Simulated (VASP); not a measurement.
# RbAl2 (P6_422) in VASP: single point with r2SCAN

Aim: the single point of RbAl2 with r2SCAN.

Program: VASP 6.6.1. These are calculated values, not measurements. Logs are shortened: lines on timing, memory, paths and dates and some standing lists are left out, and cuts for length are marked.

### 1 The cell of the first run

The structure is hexagonal, space group P6_422 (No. 181). The conventional cell has a = 5.647 Å, b = 5.647 Å, c = 7.867 Å, α = 90.00°, β = 90.00°, γ = 120.00°. Rb (site symmetry 222) has 10 Al at 3.10 to 3.31 Å and 4 Rb at 3.85 Å within 4.1 Å. Within 4.0 Å of Al (site symmetry 2) lie 9 Al at 3.06 to 3.91 Å and 5 Rb at 3.10 to 3.31 Å.

### 2 Single point, r2SCAN

POSCAR

```
RbAl2
1.0
    5.6473610000      0.0000000000      0.0000000000
   -2.8236800000      4.8907630000      0.0000000000
    0.0000000000      0.0000000000      7.8665540000
Rb Al
3 6
Direct
    0.5000000000      0.5000000000      0.1667000000
    0.0000000000      0.5000000000      0.8333700000
    0.5000000000      0.0000000000      0.5000300000
    0.8382000000      0.1618000000      0.1667000000
    0.6764000000      0.8382000000      0.8333700000
    0.8382000000      0.6764000000      0.5000300000
    0.1618000000      0.8382000000      0.1667000000
    0.3236000000      0.1618000000      0.8333700000
    0.1618000000      0.3236000000      0.5000300000
```

INCAR.step1

```
PREC = Accurate
ENCUT = 550
ISMEAR = -1
SIGMA = 0.0106
LREAL = False
LASPH = True
NELM = 120
NBANDS = 32
GGA = PE
ALGO = Normal
EDIFF = 1E-5
LWAVE = True
LCHARG = False
GGA_COMPAT = False
```

INCAR.step2

```
PREC = Accurate
ENCUT = 550
EDIFF = 1E-6
ISMEAR = -1
SIGMA = 0.0106
LREAL = False
LASPH = True
NELM = 120
ALGO = Normal
ISIF = 2
LWAVE = False
LCHARG = False
METAGGA = R2SCAN
LMIXTAU = True
NBANDS = 32
ISTART = 1
GGA_COMPAT = False
```

KPOINTS

```
Automatic mesh
0
Gamma
  5 5 4
```

Potentials or basis: VASP PAW PBE potentials, release 64 (Rb_sv, Al).

Launch:

```console
$ cat potpaw_PBE.64/Rb_sv/POTCAR potpaw_PBE.64/Al/POTCAR > POTCAR
$ cp INCAR.step1 INCAR
$ mpirun -np 1 vasp_std > vasp.out
$ cp INCAR.step2 INCAR
$ mpirun -np 1 vasp_std > vasp.out
```

OUTCAR:

```text
PREC = Accurate
   ENCUT = 550
   EDIFF = 1E-6
   ISMEAR = -1
   LREAL = False
   LASPH = True
   NELM = 120
   ISIF = 2
   METAGGA = R2SCAN
   ISTART = 1

 ion  position               nearest neighbor table
   1  0.500  0.500  0.167-   6 3.10   9 3.10   8 3.10   5 3.10   7 3.24   4 3.24   7 3.24   4 3.24
                             4 3.31   7 3.31   2 3.85   2 3.85   3 3.85   3 3.85   3 5.55   3 5.55
   2  0.000  0.500  0.833-   4 3.10   7 3.10   6 3.10   9 3.10   8 3.24   5 3.24   8 3.24   5 3.24
                             5 3.31   8 3.31   1 3.85   1 3.85   3 3.85   3 3.85   1 5.55   1 5.55
   3  0.500  0.000  0.500-   4 3.10   7 3.10   5 3.10   8 3.10   6 3.24   9 3.24   9 3.24   6 3.24
                             9 3.31   6 3.31   1 3.85   1 3.85   2 3.85   2 3.85   1 5.55   1 5.55
   4  0.838  0.162  0.167-   9 3.06   5 3.06   3 3.10   2 3.10   7 3.17   1 3.24   1 3.24   1 3.31
                             7 3.31   7 3.31
   5  0.676  0.838  0.833-   4 3.06   6 3.06   1 3.10   3 3.10   8 3.17   2 3.24   2 3.24   2 3.31
                             8 3.31   8 3.31
   6  0.838  0.676  0.500-   7 3.06   5 3.06   1 3.10   2 3.10   9 3.17   3 3.24   3 3.24   3 3.31
                             9 3.31   9 3.31
   7  0.162  0.838  0.167-   6 3.06   8 3.06   3 3.10   2 3.10   4 3.17   1 3.24   1 3.24   1 3.31
                             4 3.31   4 3.31
   8  0.324  0.162  0.833-   7 3.06   9 3.06   1 3.10   3 3.10   5 3.17   2 3.24   2 3.24   2 3.31
                             5 3.31   5 3.31
   9  0.162  0.324  0.500-   4 3.06   8 3.06   1 3.10   2 3.10   6 3.17   3 3.24   3 3.24   3 3.31
                             6 3.31   6 3.31

  LATTYP: Found a hexagonal cell.
 ALAT       =     5.6473610000
 C/A-ratio  =     1.3929610662

  Lattice vectors:

 A1 = (   5.6473610000,   0.0000000000,   0.0000000000)
 A2 = (  -2.8236800000,   4.8907630000,   0.0000000000)
 A3 = (   0.0000000000,   0.0000000000,   7.8665540000)

Analysis of symmetry for initial positions (statically):
=====================================================================
 Subroutine PRICEL returns:
 Original cell was already a primitive cell.

 Routine SETGRP: Setting up the symmetry group for a
 hexagonal supercell.

 Subroutine GETGRP returns: Found  4 space group operations
 (whereof  2 operations were pure point group operations)
 out of a pool of 24 trial point group operations.

The static configuration has the point symmetry C_2 .
 The point group associated with its full space group is D_2 .

Analysis of symmetry for dynamics (positions and initial velocities):
=====================================================================
 Subroutine PRICEL returns:
 Original cell was already a primitive cell.

 Routine SETGRP: Setting up the symmetry group for a
 hexagonal supercell.

 Subroutine GETGRP returns: Found  4 space group operations
 (whereof  2 operations were pure point group operations)
[... 126 lines left out ...]
   TEBEG  =    0.0;   TEEND  =   0.0 temperature during run
   PSTRESS=    0.0 pullay stress
   NELECT =      45.0000    total number of electrons
   NUPDOWN=      -1.0000    fix difference up-down
   EMIN   =  10.00;   EMAX   =-10.00  energy-range for DOS
   EFERMI =   0.00;   METHOD = LEGACY
   ISMEAR =    -1;   SIGMA  =   0.01  broadening in eV -4-tet -1-fermi 0-gaus
   EFERMI_NEDOS =   21; number of points for ismear=-14 and -15
   IALGO  =     38    algorithm
   IMIX   =      4    mixing-type and parameters
     AMIX     =   0.40;   BMIX     =  1.00
     AMIX_MAG =   1.60;   BMIX_MAG =  1.00
  volume/ion in A,a.u.               =      24.14       162.91
  Fermi-wavevector in a.u.,A,eV,Ry     =   0.968598  1.830384 12.764734  0.938182
  Thomas-Fermi vector in A             =   2.098580
   LORBIT       =      0    0 simple, 1 ext, 2 COOP (PROOUT), +10 PAW based schemes
   METAGGA = R2SCAN    functional components
   LHFCALC =     F    Hartree Fock is set to
   AEXX    =    0.0000 exact exchange contribution
   IVDW    =     0    specifies the selected vdW correction
   LEPSILON=     F    determine dielectric tensor
   LRPA    =     F    only Hartree local field effects (RPA)
 non-spin polarized calculation
  energy-cutoff  :      550.00
  volume of cell :      217.27
 maximum number of plane-waves:      6380
 NGX is ok and might be reduce to    48
   NGX = 21   NGY = 21   NGZ = 31

 number of electron      45.0000001 magnetization

 Free energy of the ion-electron system (eV)
  ---------------------------------------------------
  ext. energy  EPLUGINS =         0.00000000
  ---------------------------------------------------
  free energy    TOTEN  =       -73.42434472 eV

  energy without entropy =      -73.42254582  energy(sigma->0) =      -73.42344527

 E-fermi :   4.6903     XC(G=0):  -9.7020

 val. band max:        4.6778654514   @ k =  -0.2000   0.2000   0.0000
 cond. band min:       4.7135720557   @ k =   0.2000   0.2000   0.2500
 fundamental gap:      0.0357066043
 Fermi energy:         4.6903370882

 k-point     1 :       0.0000    0.0000    0.0000
  band No.  band energies     occupation
      1     -24.0952      2.00000
      2     -24.0158      2.00000
      3     -24.0158      2.00000
      4      -8.1646      2.00000
      5      -8.1646      2.00000
      6      -8.0851      2.00000
[... 829 lines left out ...]
     31       7.1789      0.00000
     32       7.7497      0.00000

 [... further k-points ...]
[... 5 lines left out ...]
  --------------------------------------------------------------------------------------
  -------------------------------------------------------------------------------------
  Total        8.9783763      8.9785931     17.6570007      0.0001731      0.0000000      0.0000000
  in kB       66.2066617     66.2082604    130.2029489      0.0012761      0.0000000      0.0000000
  external PRESSURE =      87.5392904 kB  Pullay stress =       0.0000000 kB

 VOLUME and BASIS-vectors are now :
 -----------------------------------------------------------------------------
  energy-cutoff  :      550.00
  volume of cell :      217.27
      direct lattice vectors                 reciprocal lattice vectors
     5.647361000  0.000000000  0.000000000     0.177073858  0.102233519  0.000000000
    -2.823680000  4.890763000  0.000000000     0.000000000  0.204467074  0.000000000
     0.000000000  0.000000000  7.866554000     0.000000000  0.000000000  0.127120465

 POSITION                                       TOTAL-FORCE (eV/Angst)
 -----------------------------------------------------------------------------------
      1.41184      2.44538      1.31135         0.000000      0.000000     -0.000000
     -1.41184      2.44538      6.55575         0.000000      0.000000     -0.000288
      2.82368      0.00000      3.93351         0.000000      0.000000      0.000288
      4.27675      0.79133      1.31135         0.496003     -0.286368     -0.000000
      1.45307      4.09944      6.55575         0.495901      0.286401     -0.000136
      2.82368      3.30811      3.93351         0.000080      0.572664      0.000136
     -1.45307      4.09944      1.31135        -0.496003      0.286368     -0.000000
      1.37061      0.79133      6.55575        -0.495901     -0.286401     -0.000136
      0.00000      1.58265      3.93351        -0.000080     -0.572664      0.000136
 -----------------------------------------------------------------------------------
    total drift:                                0.000000     -0.000000     -0.000007

  FREE ENERGIE OF THE ION-ELECTRON SYSTEM (eV)
  ---------------------------------------------------
  free  energy   TOTEN  =       -73.4243447211 eV

  energy  without entropy=      -73.4225458204  energy(sigma->0) =      -73.42344527
```

OSZICAR.step1:

```text
N       E                     dE             d eps       ncg     rms          rms(c)
DAV:   1     0.207633195669E+03    0.20763E+03   -0.18547E+04  1728   0.122E+03
DAV:   2    -0.870802274689E+00   -0.20850E+03   -0.20103E+03  2408   0.211E+02
DAV:   3    -0.170740354471E+02   -0.16203E+02   -0.15930E+02  2296   0.547E+01
DAV:   4    -0.176224506451E+02   -0.54842E+00   -0.54791E+00  2488   0.903E+00
DAV:   5    -0.176338435523E+02   -0.11393E-01   -0.11392E-01  2424   0.136E+00    0.133E+01
DAV:   6    -0.173802471304E+02    0.25360E+00   -0.26867E-01  1952   0.225E+00    0.859E+00
DAV:   7    -0.173247879225E+02    0.55459E-01   -0.66165E-01  2256   0.306E+00    0.872E-01
DAV:   8    -0.173119691389E+02    0.12819E-01   -0.17728E-01  1896   0.168E+00    0.517E-01
DAV:   9    -0.173118949259E+02    0.74213E-04   -0.11812E-02  2184   0.482E-01    0.121E-01
DAV:  10    -0.173119721378E+02   -0.77212E-04   -0.11034E-03  2472   0.113E-01    0.584E-02
DAV:  11    -0.173119501948E+02    0.21943E-04   -0.25667E-04  2184   0.691E-02    0.120E-02
DAV:  12    -0.173119466368E+02    0.35580E-05   -0.27046E-05  1568   0.222E-02
   1 F= -.17311947E+02 E0= -.17311231E+02  d E =-.143053E-02
```

Run time: 24 min. Hardware: 1 thread of AMD EPYC 9755, shared host; peak memory 0.43 GiB.

What came out:

| Item | Value |
| --- | --- |
| Free energy | -73.4243 eV |
| Pressure | 8.8 GPa |
| Largest force | 0.573 eV/Å |
| Band gap on the k mesh | zero (an odd number of electrons rules out a gap without spin polarisation) |

Forces on the atoms (eV/Å):
```
Rb   0.000  0.000  0.000
Rb   0.000  0.000  0.000
Rb   0.000  0.000  0.000
Al   0.496 -0.286  0.000
Al   0.496  0.286  0.000
Al   0.000  0.573  0.000
Al  -0.496  0.286  0.000
Al  -0.496 -0.286  0.000
Al   0.000 -0.573  0.000
```

Stress tensor (GPa, compression positive):
```
 6.62  0.00  0.00
 0.00  6.62  0.00
 0.00  0.00 13.02
```

Caveat: the stress differs along the axes, from 7 to 13 GPa; the PAW data sets were made with another functional, which shifts forces and pressure a little.

The gap in the log of VASP goes by the Fermi energy; the results here count the filled bands.